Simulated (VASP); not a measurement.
WC: single point with PBE

Crystal: WC.

```
W C
1.0
     2.92177    0.00000    0.00000
    -1.46089    2.53033    0.00000
     0.00000    0.00000    2.84708
W C
1 1
Direct
  0.00000 0.00000 0.00000
  0.66667 0.33333 0.50000
```

```json
{"Program": "VASP 6.6.1", "Task": "single point", "Functional": "PBE", "Potentials or basis": "VASP PAW PBE potentials, release 64 (W_sv, C_h)", "Cutoff": "1300 eV", "k mesh": "12 × 12 × 12", "Occupations": "gaussian, width 0.1 eV", "Spin": "no spin polarisation", "Dipole correction": "no", "Further INCAR settings": "ALGO = Normal; EDIFF = 1e-06; NBANDS = 16"}
```

```
Pressure               : 1.1 GPa
Band gap on the k mesh : zero (bands 9 and 10 overlap by 1.20 eV)
```

Stress tensor (GPa, compression positive):
```
1.00 0.00 0.00
0.00 1.00 0.00
0.00 0.00 1.15
```

Levels at points of the mesh, in eV from the Fermi level:
```csv
k point,band 7,band 8,band 9,band 10,band 11,band 12
"(0.00, 0.00, 0.00)",-3.27,-3.27,0.11,3.18,3.18,5.56
"(0.50, 0.00, 0.00)",-3.53,-3.49,-0.46,2.32,4.45,4.79
"(0.00, 0.00, 0.50)",-1.98,-1.98,-0.56,-0.56,3.65,4.49
"(0.50, 0.00, 0.50)",-4.24,-4.14,0.27,4.34,5.22,6.52
```

It took 110 s on 1 thread of AMD EPYC 7R43 64-Core Processor (Zen 3), on a shared host, peak memory 0.31 GiB.

Caveat: spin-orbit coupling is left out, which moves the levels of the heavy elements.
